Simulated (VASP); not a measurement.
Set up this calculation in VASP 6.6.1, as the native input.

```yaml
Task: single point
Functional: r2SCAN
Potentials_or_basis: VASP PAW PBE potentials, release 64 (Mg_sv, O)
Cutoff: 920 eV
k_mesh: 10 × 10 × 10
Occupations: gaussian, width 0.01 eV
Spin: no spin polarisation
Dipole_correction: no
Further_INCAR_settings: ALGO = Normal; EDIFF = 1e-06; NBANDS = 15
```

MgO:

```
Mg O
1.0
     2.08115    2.08115    0.00000
    -2.08115    2.08115    0.00000
     0.00000    2.08115    2.11542
Mg O
1 1
Direct
  0.00000 0.00000 0.00000
  0.50000 0.50000 0.00000
```

This cell differs from its parent crystal: in-plane strain -0.01, then relaxed in part.

These files were run (other wordings do the same):

POSCAR

```
MgO
1.0
    2.0811458410      2.0811458410      0.0000000000
   -2.0811458410      2.0811458410      0.0000000000
    0.0000000000      2.0811458410      2.1154212119
Mg O
1 1
Direct
    0.0000000000      0.0000000000      0.0000000000
    0.5000000000      0.5000000000      0.0000000000
```

INCAR.step1

```
SYSTEM = MgO
  ALGO = Normal
  EDIFF = 1E-5
  ENCUT = 920
  GGA = PE
  GGA_COMPAT = .False.
  ISMEAR = 0
  LASPH = .True.
  LCHARG = .False.
  LREAL = .False.
  LWAVE = .True.
  NBANDS = 15
  NELM = 120
  PREC = Accurate
  SIGMA = 0.01
```

INCAR.step2

```
SYSTEM = MgO
  ALGO = Normal
  EDIFF = 1E-6
  ENCUT = 920
  GGA_COMPAT = .False.
  ISIF = 2
  ISMEAR = 0
  ISTART = 1
  LASPH = .True.
  LCHARG = .False.
  LMIXTAU = .True.
  LREAL = .False.
  LWAVE = .False.
  METAGGA = R2SCAN
  NBANDS = 15
  NELM = 120
  PREC = Accurate
  SIGMA = 0.01
```

KPOINTS

```
k-points
0
Gamma
  10 10 10
  0 0 0
```

Potentials or basis: VASP PAW PBE potentials, release 64 (Mg_sv, O).

Launch:

```console
$ cat potpaw_PBE.64/Mg_sv/POTCAR potpaw_PBE.64/O/POTCAR > POTCAR
$ cp INCAR.step1 INCAR
$ mpirun -np 1 vasp_std > vasp.out
$ cp INCAR.step2 INCAR
$ mpirun -np 1 vasp_std > vasp.out
```

Results of the run:

The pressure is 3.0 GPa and the band gap on the k mesh is 5.82 eV.

Caveat: the cell differs from its parent crystal (in-plane strain -0.01, then relaxed in part); the PAW data sets were made with another functional, which shifts forces and pressure a little.

Wall time 120 s on 1 thread of AMD EPYC 9R45 96-Core Processor (Zen 5) (shared host), peak memory 0.18 GiB.
